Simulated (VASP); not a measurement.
Crystal: NaH.

```xyz
2
Lattice="0.0000 2.3975 2.3975 2.3975 0.0000 2.3975 2.3975 2.3975 0.0000" Properties=species:S:1:pos:R:3 pbc="T T T"
Na    0.0000    0.0000    0.0000
H     2.3975    2.3975    2.3975
```

Base run:

* Program: VASP 6.6.1
* Functional: PBE
* Potentials or basis: VASP PAW PBE potentials, release 64 (Na_pv, H)
* Cutoff: 520 eV
* k mesh: 6 × 6 × 6
* Occupations: gaussian, width 0.01 eV
* Spin: no spin polarisation

Its results: band gap on the k mesh 3.85 eV (least direct gap 4.67 eV); pressure 0.5 GPa.

Problem. The run is repeated on the same cell with these changes: functional from PBE to PBE0. What comes out?

Solution. Band gap on the k mesh 5.63 eV (least direct gap 6.56 eV); pressure 0.2 GPa.

Caveats: the PAW data sets were made with another functional, which shifts forces and pressure a little (at least some runs).

A k mesh can miss the band edges.
